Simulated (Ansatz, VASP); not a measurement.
**Two plane-wave programs on SiO2**

INCAR

```
SYSTEM = SiO2
PREC = Accurate
ENCUT = 520
EDIFF = 1E-6
ISMEAR = -1
SIGMA = 0.05
LREAL = .False.
LASPH = .True.
NELM = 60
ALGO = Normal
ISIF = 2
LWAVE = .False.
LCHARG = .False.
GGA = PE
NBANDS = 34
```

The input KPOINTS:

```
regular mesh
0
Gamma
  6 6 5
  0 0 0
```

POSCAR

```
SiO2
1.0
    5.1276896694      0.0000000000      0.0000000000
   -2.5638448347      4.4407095164      0.0000000000
    0.0000000000      0.0000000000      5.6134111054
Si O
3 6
Direct
    0.5000000000      0.0000000000      0.0000000000
    0.5000000000      0.5000000000      0.3333333333
    0.0000000000      0.5000000000      0.6666666667
    0.4172565700      0.2086282850      0.1666666667
    0.7913717150      0.2086282850      0.8333333333
    0.2086282850      0.4172565700      0.5000000000
    0.5827434300      0.7913717150      0.1666666667
    0.2086282850      0.7913717150      0.8333333333
    0.7913717150      0.5827434300      0.5000000000
```

File input.yaml:

```yaml
crystal:
  lattice:
    - [5.1276896694, 0.0, 0.0]
    - [-2.5638448347, 4.4407095164, 0.0]
    - [0.0, 0.0, 5.6134111054]
  atoms:
    - { symbol: Si, position: [0.5, 0.0, 0.0] }
    - { symbol: Si, position: [0.5, 0.5, 0.3333333333] }
    - { symbol: Si, position: [0.0, 0.5, 0.6666666667] }
    - { symbol: O, position: [0.41725657, 0.208628285, 0.1666666667] }
    - { symbol: O, position: [0.791371715, 0.208628285, 0.8333333333] }
    - { symbol: O, position: [0.208628285, 0.41725657, 0.5] }
    - { symbol: O, position: [0.58274343, 0.791371715, 0.1666666667] }
    - { symbol: O, position: [0.208628285, 0.791371715, 0.8333333333] }
    - { symbol: O, position: [0.791371715, 0.58274343, 0.5] }
hamiltonian:
  xc: pbe
  pseudopotentials: { kind: paw }
kpoints:
  mp_grid: { grid: [6, 6, 5] }
scf:
  occupations: { method: fermi_dirac, width: 0.05 }
output:
  forces: true
  stress: true
  eigenvalues: true
```

Alike in both runs: task single point; functional PBE; k mesh 6 × 6 × 5; occupations fermi-dirac, width 0.05 eV; no spin polarisation.

|  | VASP | Ansatz |
| --- | --- | --- |
| version | VASP 6.6.1 | Ansatz 0.2.0 |
| potentials or method | VASP PAW PBE potentials, release 64 (Si, O) | Ansatz PAW |
| plane-wave cutoff (eV) | 520 | 420 |
| valence electrons in the cell | 48 | 48 |

Ansatz gave:

- gap on the k mesh at the Fermi level (eV): 5.46
- least direct gap on the mesh (eV): 5.65
- pressure (GPa): -2.0
- traceless stress, the component that is largest in VASP (GPa): -0.08
- rms of the force components (eV/Å): 0.020

Question: What did VASP give for the same quantities?

Answer: gap on the k mesh at the Fermi level (eV): 5.46; least direct gap on the mesh (eV): 5.65; pressure (GPa): -2.0; traceless stress, the component that is largest in VASP (GPa): -0.05; rms of the force components (eV/Å): 0.026.

Atom by atom the forces differ by 0.006 eV/Å (rms over components). The functional is the same, so the differences come from potentials, cutoffs and numerics.

Noted on Ansatz's run: odd divisions of the mesh miss points on the zone boundary, where band edges often lie, so the gap on the mesh can be too wide.
